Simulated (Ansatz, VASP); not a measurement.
**BaS in VASP and in Ansatz**

```xyz
2
Lattice="0.0000 3.1938 3.1938 3.1938 0.0000 3.1938 3.1938 3.1938 0.0000" Properties=species:S:1:pos:R:3 pbc="T T T"
Ba    0.0000    0.0000    0.0000
S     3.1938    3.1938    3.1938
```

Alike in both runs: task relaxation of cell and atoms; functional r2SCAN; k mesh 8 × 8 × 8; occupations fermi-dirac, width 0.02 eV; no spin polarisation.

|  | VASP | Ansatz |
| --- | --- | --- |
| version | VASP 6.6.1 | Ansatz 0.2.0 |
| potentials or method | VASP PAW PBE potentials, release 64 (Ba_sv, S), cutoff 600 eV | PAW plane waves |
| valence electrons in the cell | 16 | 16 |

```tsv
	VASP	Ansatz	Ansatz less VASP
gap on the k mesh at the Fermi level, each at its own relaxed structure (eV)	2.51	2.58	+0.068
relaxed volume (Å³/atom)	33.56	33.16	-0.400
relaxed length of the cell vector where the two differ most in proportion (Å)	4.562	4.544	-0.0182
```

VASP's potentials were made for PBE, not for r2SCAN.

Neither program's run includes spin-orbit coupling.
